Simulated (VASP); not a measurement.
# SrTiO3: single point with PBE+U

SrTiO3:

```
Sr Ti O
1.0
     3.94714    0.00000    0.00000
     0.00000    3.94714    0.00000
     0.00000    0.00000    3.94714
Sr Ti O
1 1 3
Direct
  0.00000 0.00000 0.00000
  0.50000 0.50000 0.50000
  0.50000 0.00000 0.50000
  0.50000 0.50000 0.00000
  0.00000 0.50000 0.50000
```

| Item | Value |
| --- | --- |
| Program | VASP 6.6.1 |
| Task | single point |
| Functional | PBE |
| Potentials or basis | VASP PAW PBE potentials, release 64 (Sr_sv, Ti_sv, O) |
| Cutoff | 520 eV |
| k mesh | 6 × 6 × 6 |
| Occupations | gaussian, width 0.02 eV |
| Spin | no spin polarisation |
| Hubbard terms | Ti d U = 4.0 eV |
| Dipole correction | no |
| Further INCAR settings | ALGO = Normal; EDIFF = 1e-07; NBANDS = 28 |

| Item | Value |
| --- | --- |
| Pressure | 2.7 GPa |
| Band gap on the k mesh | 2.31 eV (least direct gap 2.74 eV) |

Levels at points of the mesh, in eV from the valence-band top:
```tsv
k point	band 18	band 19	band 20	band 21	band 22	band 23
(0.00, 0.00, 0.00)	-0.43	-0.43	-0.43	2.31	2.31	2.31
(0.50, 0.00, 0.00)	-1.91	-0.80	-0.80	2.49	4.08	4.08
(0.50, 0.50, 0.00)	-1.56	-1.56	-0.09	4.10	4.10	4.56
(0.50, 0.50, 0.50)	0.00	0.00	0.00	4.75	4.75	4.75
```

Eigenvalues of the final occupation matrices:
```tsv
site	spin	trace	eigenvalues
site 2 d	1	0.80	0.10 0.10 0.10 0.25 0.25
site 2 d	2	0.80	0.10 0.10 0.10 0.25 0.25
```

Run time: 84 s on 1 thread of Intel Xeon 8259CL, on a shared host, peak memory 0.19 GiB.

A k mesh can miss the band edges.
